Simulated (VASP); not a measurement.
# CdI2 (P-3m1) in VASP: a series of runs

Runs on CdI2. Level: PBE. Tasks: relaxation of shape and atoms at fixed volume.

Everything below comes from runs of VASP 6.6.1. Logs are shortened: lines on timing, memory, paths and dates and some standing lists are left out, and cuts for length are marked.

### Step 1. The cell of the first run

Symmetry: P-3m1, No. 164, trigonal system. The conventional cell has a = 4.292 Å, b = 4.292 Å, c = 7.636 Å, α = 90.00°, β = 90.00°, γ = 120.00°. Cd (site symmetry -3m) has 6 I at 3.01 Å within 4.0 Å. Within 4.0 Å of I (site symmetry 3m) lie 3 Cd at 3.01 Å.

### Step 2. Relaxation of shape and atoms at fixed volume, PBE (40.60 Å³/atom)

File INCAR:

```
ALGO = Normal
EDIFF = 1E-7
EDIFFG = -0.01
ENCUT = 500
GGA = PE
GGA_COMPAT = False
IBRION = 2
ISIF = 4
ISMEAR = 0
LASPH = True
LCHARG = False
LREAL = False
LWAVE = False
NELM = 120
NELMIN = 4
NSW = 60
PREC = Accurate
SIGMA = 0.05
```

File KPOINTS:

```
k-points
0
Gamma
  10 10 6
```

File POSCAR:

```
CdI2
1.0
    4.2917631455      0.0000000000      0.0000000000
   -2.1458815728      3.7167759110      0.0000000000
    0.0000000000      0.0000000000      7.6357921468
Cd I
1 2
Direct
    0.0000000000      0.0000000000      0.0000000000
    0.3333333333      0.6666666667      0.2237801005
    0.6666666667      0.3333333333      0.7762198995
```

Potentials or basis: VASP PAW PBE potentials, release 64 (Cd, I).

Command:

```sh
cat potpaw_PBE.64/Cd/POTCAR potpaw_PBE.64/I/POTCAR > POTCAR
mpirun -np 1 vasp_std > vasp.out
```

OUTCAR:

```text
EDIFF = 1E-7
   EDIFFG = -0.01
   ENCUT = 500
   GGA = PE
   IBRION = 2
   ISIF = 4
   ISMEAR = 0
   LASPH = True
   LREAL = False
   NELM = 120
   NELMIN = 4
   NSW = 60
   PREC = Accurate

 ion  position               nearest neighbor table
   1  0.000  0.000  0.000-   2 3.01   3 3.01   3 3.01   2 3.01   3 3.01   2 3.01
   2  0.333  0.667  0.224-   1 3.01   1 3.01   1 3.01
   3  0.667  0.333  0.776-   1 3.01   1 3.01   1 3.01

  LATTYP: Found a hexagonal cell.
 ALAT       =     4.2917631455
 C/A-ratio  =     1.7791737074

  Lattice vectors:

 A1 = (   4.2917631455,   0.0000000000,   0.0000000000)
 A2 = (  -2.1458815728,   3.7167759110,   0.0000000000)
 A3 = (   0.0000000000,   0.0000000000,   7.6357921468)

Analysis of symmetry for initial positions (statically):
=====================================================================
 Subroutine PRICEL returns:
 Original cell was already a primitive cell.

 Routine SETGRP: Setting up the symmetry group for a
 hexagonal supercell.

 Subroutine GETGRP returns: Found 12 space group operations
 (whereof 12 operations were pure point group operations)
 out of a pool of 24 trial point group operations.

The static configuration has the point symmetry D_3d.

Analysis of symmetry for dynamics (positions and initial velocities):
=====================================================================
 Subroutine PRICEL returns:
 Original cell was already a primitive cell.

 Routine SETGRP: Setting up the symmetry group for a
 hexagonal supercell.

 Subroutine GETGRP returns: Found 12 space group operations
 (whereof 12 operations were pure point group operations)
 out of a pool of 24 trial point group operations.

The dynamic configuration has the point symmetry D_3d.

 Subroutine INISYM returns: Found 12 space group operations
 (whereof 12 operations are pure point group operations),
 and found     1 'primitive' translations

----------------------------------------------------------------------------------------

                                     Primitive cell

  volume of cell :     121.8025

  direct lattice vectors                    reciprocal lattice vectors
     4.291763146  0.000000000  0.000000000     0.233004471  0.134525194  0.000000000
    -2.145881573  3.716775911  0.000000000     0.000000000  0.269050388  0.000000000
     0.000000000  0.000000000  7.635792147     0.000000000  0.000000000  0.130962182

  length of vectors
     4.291763146  4.291763146  7.635792147     0.269050388  0.269050388  0.130962182

  position of ions in fractional coordinates (direct lattice)
     0.000000000  0.000000000  0.000000000
     0.333333333  0.666666667  0.223780101
     0.666666667  0.333333333  0.776219899

  ion indices of the primitive-cell ions
   primitive index   ion index
                 1           1
                 2           2
                 3           3

----------------------------------------------------------------------------------------

 KPOINTS: k-points

Automatic generation of k-mesh.
 Grid dimensions read from file:
 generate k-points for:   10   10    6

 Generating k-lattice:

  Cartesian coordinates                     Fractional coordinates (reciprocal lattice)
     0.023300447  0.013452519  0.000000000     0.100000000 -0.000000000  0.000000000
     0.000000000  0.026905039  0.000000000     0.000000000  0.100000000  0.000000000
     0.000000000  0.000000000  0.021827030     0.000000000  0.000000000  0.166666667

  Length of vectors
     0.026905039  0.026905039  0.021827030

  Shift w.r.t. Gamma in fractional coordinates (k-lattice)
     0.000000000  0.000000000  0.000000000

 Subroutine IBZKPT returns following result:
 ===========================================

 Found     72 irreducible k-points:

 Following reciprocal coordinates:
            Coordinates               Weight
  0.000000  0.000000  0.000000      1.000000
  0.100000 -0.000000  0.000000      6.000000
  0.200000 -0.000000  0.000000      6.000000
  0.300000 -0.000000  0.000000      6.000000
  0.400000 -0.000000  0.000000      6.000000
  0.500000 -0.000000  0.000000      3.000000
[... 16 lines left out ...]
  0.000000  0.400000  0.166667      6.000000
  0.500000 -0.000000  0.166667      6.000000
 [... further k-points ...]
   k-points           NKPTS =     72   k-points in BZ     NKDIM =     72   number of bands    NBANDS=     17
   number of dos      NEDOS =    301   number of ions     NIONS =      3
   total plane-waves  NPLWV =  57344
   dimension x,y,z NGX =    32 NGY =   32 NGZ =   56
   dimension x,y,z NGXF=    64 NGYF=   64 NGZF=  112
   ions per type =               1   2
   NGX,Y,Z   is equivalent  to a cutoff of  12.40, 12.40, 12.19 a.u.
   NGXF,Y,Z  is equivalent  to a cutoff of  24.79, 24.79, 24.38 a.u.
 SYSTEM =  unknown system
   PREC   = accura    normal or accurate (medium, high low for compatibility)
   ISTART =      0    job   : 0-new  1-cont  2-samecut
   ICHARG =      2    charge: 1-file 2-atom 10-const
   ISPIN  =      1    spin polarized calculation?
   LNONCOLLINEAR =      F non collinear calculations
   LSORBIT =      F    spin-orbit coupling
   LASPH  =      T    aspherical Exc in radial PAW
   ENCUT  =  500.0 eV  36.75 Ry    6.06 a.u.   7.82  7.82 13.92*2*pi/ulx,y,z
   NELM   =    120;   NELMIN=  4; NELMDL= -5     # of ELM steps
   EDIFF  = 0.1E-06   stopping-criterion for ELM
   LREAL  =      F    real-space projection
   EDIFFG = -.1E-01   stopping-criterion for IOM
   NSW    =     60    number of steps for IOM
   IBRION =      2    ionic relax: 0-MD 1-quasi-New 2-CG
   NFREE  =      1    steps in history (QN), initial steepest desc. (CG)
   ISIF   =      4    stress and relaxation
   ISYM   =      2    0-nonsym 1-usesym 2-fastsym
   POTIM  = 0.5000    time-step for ionic-motion
   TEBEG  =    0.0;   TEEND  =   0.0 temperature during run
   PSTRESS=    0.0 pullay stress
   NELECT =      26.0000    total number of electrons
   NUPDOWN=      -1.0000    fix difference up-down
   EMIN   =  10.00;   EMAX   =-10.00  energy-range for DOS
   EFERMI =   0.00;   METHOD = LEGACY
   ISMEAR =     0;   SIGMA  =   0.05  broadening in eV -4-tet -1-fermi 0-gaus
   EFERMI_NEDOS =   21; number of points for ismear=-14 and -15
   IALGO  =     38    algorithm
   IMIX   =      4    mixing-type and parameters
     AMIX     =   0.40;   BMIX     =  1.00
     AMIX_MAG =   1.60;   BMIX_MAG =  1.00
  volume/ion in A,a.u.               =      40.60       273.99
  Fermi-wavevector in a.u.,A,eV,Ry     =   0.978394  1.848897 13.024248  0.957255
  Thomas-Fermi vector in A             =   2.109166
   LORBIT       =      0    0 simple, 1 ext, 2 COOP (PROOUT), +10 PAW based schemes
   GGA     = PE    functional components
   LHFCALC =     F    Hartree Fock is set to
   AEXX    =    0.0000 exact exchange contribution
   IVDW    =     0    specifies the selected vdW correction
   LEPSILON=     F    determine dielectric tensor
   LRPA    =     F    only Hartree local field effects (RPA)
 conjugate gradient relaxation of ions
 non-spin polarized calculation
 Gauss-broadening in eV      SIGMA  =   0.05
  energy-cutoff  :      500.00
  volume of cell :      121.80
 maximum number of plane-waves:      3125
   NGX = 15   NGY = 15   NGZ = 27

--------------------------------------- Ionic step        1  -------------------------------------------

 number of electron      26.0000001 magnetization

 Free energy of the ion-electron system (eV)
  ---------------------------------------------------
  ext. energy  EPLUGINS =         0.00000000
  ---------------------------------------------------
  free energy    TOTEN  =        -5.54196300 eV

  energy without entropy =       -5.54196300  energy(sigma->0) =       -5.54196300

------------------------ aborting loop because EDIFF is reached ----------------------------------------

  FORCE on cell =-STRESS in cart. coord.  units (eV):
  Direction    XX          YY          ZZ          XY          YZ          ZX
  --------------------------------------------------------------------------------------
  -------------------------------------------------------------------------------------
  Total        0.6082397      0.6082397      0.5137261     -0.0000000      0.0000000      0.0000000
  in kB        8.0007207      8.0007207      6.7574987     -0.0000000      0.0000000      0.0000000
  external PRESSURE =       7.5863134 kB  Pullay stress =       0.0000000 kB

 VOLUME and BASIS-vectors are now :
 -----------------------------------------------------------------------------
  energy-cutoff  :      500.00
  volume of cell :      121.80
      direct lattice vectors                 reciprocal lattice vectors
     4.291763146  0.000000000  0.000000000     0.233004471  0.134525194  0.000000000
    -2.145881573  3.716775911  0.000000000     0.000000000  0.269050388  0.000000000
     0.000000000  0.000000000  7.635792147     0.000000000  0.000000000  0.130962182
[... 149 lines left out ...]
 POSITION                                       TOTAL-FORCE (eV/Angst)
 -----------------------------------------------------------------------------------
      0.00000     -0.00000      0.00000         0.000000     -0.000000      0.000000
     -0.00000      2.49089      1.72908         0.000000     -0.000000     -0.007067
      2.15717      1.24544      5.82699        -0.000000      0.000000      0.007067
 -----------------------------------------------------------------------------------
    total drift:                               -0.000000     -0.000000     -0.000000

  FREE ENERGIE OF THE ION-ELECTRON SYSTEM (eV)
  ---------------------------------------------------
  free  energy   TOTEN  =        -5.5480262938 eV

  energy  without entropy=       -5.5480262938  energy(sigma->0) =       -5.54802629

--------------------------------------- Ionic step        6  -------------------------------------------

 number of electron      26.0000008 magnetization

 Free energy of the ion-electron system (eV)
  ---------------------------------------------------
  ext. energy  EPLUGINS =         0.00000000
  ---------------------------------------------------
  free energy    TOTEN  =        -5.54836457 eV

  energy without entropy =       -5.54836457  energy(sigma->0) =       -5.54836457

 E-fermi :   1.1340     XC(G=0):  -7.9068

 val. band max:        0.8919133005   @ k =   0.1000  -0.0000   0.1667
 cond. band min:       3.2884998178   @ k =   0.5000  -0.0000   0.5000
 fundamental gap:      2.3965865173
 Fermi energy:         1.1339936788

 k-point     1 :       0.0000    0.0000    0.0000
  band No.  band energies     occupation
      1     -10.8940      2.00000
      2     -10.3726      2.00000
      3      -6.5606      2.00000
      4      -6.5606      2.00000
      5      -6.4504      2.00000
      6      -6.3868      2.00000
[... 9 lines left out ...]
     16       7.1750      0.00000
     17       7.1750      0.00000
[... 441 lines left out ...]
 k-point    24 :       0.5000   -0.0000    0.1667
  band No.  band energies     occupation
      1     -10.3580      2.00000
      2     -10.3275      2.00000
      3      -6.5272      2.00000
      4      -6.4631      2.00000
      5      -6.3727      2.00000
      6      -6.3340      2.00000
[... 9 lines left out ...]
     16       7.2471      0.00000
     17       7.6873      0.00000

 [... further k-points ...]

------------------------ aborting loop because EDIFF is reached ----------------------------------------

  FORCE on cell =-STRESS in cart. coord.  units (eV):
  Direction    XX          YY          ZZ          XY          YZ          ZX
  --------------------------------------------------------------------------------------
  -------------------------------------------------------------------------------------
  Total        0.0983852      0.0983852      0.0918699     -0.0000000      0.0000000     -0.0000000
  in kB        1.2941480      1.2941480      1.2084465     -0.0000000      0.0000000     -0.0000000
  external PRESSURE =       1.2655808 kB  Pullay stress =       0.0000000 kB

 VOLUME and BASIS-vectors are now :
 -----------------------------------------------------------------------------
  energy-cutoff  :      500.00
  volume of cell :      121.80
      direct lattice vectors                 reciprocal lattice vectors
     4.326438284 -0.000000000  0.000000000     0.231137008  0.133447014  0.000000000
    -2.163219142  3.746805461  0.000000000     0.000000000  0.266894028  0.000000000
    -0.000000000  0.000000000  7.513885352    -0.000000000 -0.000000000  0.133086939

 POSITION                                       TOTAL-FORCE (eV/Angst)
 -----------------------------------------------------------------------------------
     -2.16322      3.74681      0.00000        -0.000000     -0.000000      0.000000
     -0.00000      2.49787      1.72162        -0.000000      0.000000      0.002020
      2.16322      1.24894      5.79226         0.000000     -0.000000     -0.002020
 -----------------------------------------------------------------------------------
    total drift:                                0.000000      0.000000     -0.000000

  FREE ENERGIE OF THE ION-ELECTRON SYSTEM (eV)
  ---------------------------------------------------
  free  energy   TOTEN  =        -5.5483645652 eV

  energy  without entropy=       -5.5483645652  energy(sigma->0) =       -5.54836457

 reached required accuracy - stopping structural energy minimisation
```

Wall time 2.6 min (1 thread of Intel Xeon 6975P-C (Granite Rapids), shared host); peak memory 0.32 GiB.

What came out:

| Quantity | Value |
| --- | --- |
| Free energy | -5.5484 eV |
| Energy gained by relaxing | 2.1 meV/atom |
| Ionic steps | 6 |
| Pressure after relaxing | 0.1 GPa |
| Band gap on the k mesh | 2.40 eV (least direct gap 2.51 eV) |

Forces on the atoms (eV/Å):
```
Cd   0.000  0.000  0.000
I    0.000  0.000  0.002
I    0.000  0.000 -0.002
```

The path:
| step | energy change (eV) | largest force (eV/Å) | pressure (GPa) | volume (Å³) |
| --- | --- | --- | --- | --- |
| 1 | 0.0000 | 0.1385 | 0.76 | 121.80 |
| 2 | -0.0018 | 0.1095 | 0.66 | 121.80 |
| 3 | -0.0049 | 0.0249 | 0.35 | 121.80 |
| 4 | -0.0053 | 0.0156 | 0.21 | 121.80 |
| 5 | -0.0061 | 0.0071 | 0.17 | 121.80 |
| 6 | -0.0064 | 0.0020 | 0.13 | 121.80 |

Final structure:
```
CELL_PARAMETERS angstrom
4.32644 0.00000 0.00000
-2.16322 3.74681 0.00000
0.00000 0.00000 7.51389
ATOMIC_POSITIONS crystal
Cd 0.00000 0.00000 0.00000
I 0.33333 0.66667 0.22913
I 0.66667 0.33333 0.77087
```

Levels at points of the mesh, in eV from the valence-band top:
```tsv
k point	band 11	band 12	band 13	band 14	band 15	band 16
(0.00, 0.00, 0.00)	-0.26	-0.06	-0.06	2.44	4.53	6.28
(0.50, 0.00, 0.00)	-1.29	-0.46	-0.15	2.55	5.08	6.26
(0.00, 0.00, 0.50)	-0.30	-0.02	-0.02	3.19	4.50	6.20
(0.50, 0.00, 0.50)	-1.20	-0.40	-0.25	2.40	5.10	6.02
```

Caveat: spin-orbit coupling is left out, which moves the levels of the heavy elements; this functional lacks dispersion, which binds layers or chains, so the pressure and a relaxed spacing across them are unreliable.

### Step 3. Relaxation of shape and atoms at fixed volume, PBE (41.45 Å³/atom)

This run uses another cell than the first one, of 41.45 Å³/atom.

File INCAR:

```
ALGO = Normal
EDIFF = 1E-7
EDIFFG = -0.01
ENCUT = 500
GGA = PE
GGA_COMPAT = F
IBRION = 2
ISIF = 4
ISMEAR = 0
LASPH = T
LCHARG = F
LREAL = F
LWAVE = F
NELM = 120
NELMIN = 4
NSW = 60
PREC = Accurate
SIGMA = 0.05
```

KPOINTS is that of step 2.

File POSCAR:

```
CdI2
1.0
    4.3006524841      0.0000000000      0.0000000000
   -2.1503262421      3.7244743041      0.0000000000
    0.0000000000      0.0000000000      7.7626808542
Cd I
1 2
Direct
    0.0000000000      0.0000000000      0.0000000000
    0.3333333333      0.6666666667      0.2199462841
    0.6666666667      0.3333333333      0.7800537159
```

Potentials or basis: VASP PAW PBE potentials, release 64 (Cd, I).

Command:

```sh
cat potpaw_PBE.64/Cd/POTCAR potpaw_PBE.64/I/POTCAR > POTCAR
mpirun -np 1 vasp_std > vasp.out
```

Run time: 2.6 min. Hardware: 1 thread of Intel Xeon 6975P-C (Granite Rapids), shared host; peak memory 0.34 GiB.

Results (log left out):

| Quantity | Value |
| --- | --- |
| Free energy | -5.5497 eV |
| Energy gained by relaxing | 1.8 meV/atom |
| Ionic steps | 6 |
| Pressure after relaxing | 0.1 GPa |
| Band gap on the k mesh | 2.41 eV (least direct gap 2.51 eV) |

Forces in eV/Å, atoms in the order of the input:
```
Cd   0.000  0.000  0.000
I    0.000  0.000  0.003
I    0.000  0.000 -0.003
```

The path:
| step | energy change (eV) | largest force (eV/Å) | pressure (GPa) | volume (Å³) |
| --- | --- | --- | --- | --- |
| 1 | 0.0000 | 0.1296 | 0.63 | 124.34 |
| 2 | -0.0015 | 0.1018 | 0.54 | 124.34 |
| 3 | -0.0040 | 0.0206 | 0.26 | 124.34 |
| 4 | -0.0042 | 0.0100 | 0.16 | 124.34 |
| 5 | -0.0049 | 0.0046 | 0.12 | 124.34 |
| 6 | -0.0053 | 0.0025 | 0.05 | 124.34 |

Final structure:
```yaml
crystal:
  lattice:
    - [4.33166, 0.00000, 0.00000]
    - [-2.16583, 3.75133, 0.00000]
    - [0.00000, 0.00000, 7.65193]
  atoms:
    - { symbol: Cd, position: [0.00000, 0.00000, 0.00000] }
    - { symbol: I, position: [0.33333, 0.66667, 0.22486] }
    - { symbol: I, position: [0.66667, 0.33333, 0.77514] }
```

Levels at points of the mesh, in eV from the valence-band top:
```csv
k point,band 11,band 12,band 13,band 14,band 15,band 16
"(0.00, 0.00, 0.00)",-0.26,-0.05,-0.05,2.46,4.53,6.28
"(0.50, 0.00, 0.00)",-1.28,-0.43,-0.15,2.54,5.09,6.29
"(0.00, 0.00, 0.50)",-0.29,-0.02,-0.02,3.14,4.50,6.21
"(0.50, 0.00, 0.50)",-1.21,-0.39,-0.23,2.41,5.12,6.04
```

Caveat: spin-orbit coupling is left out, which moves the levels of the heavy elements; this functional lacks dispersion, which binds layers or chains, so the pressure and a relaxed spacing across them are unreliable.
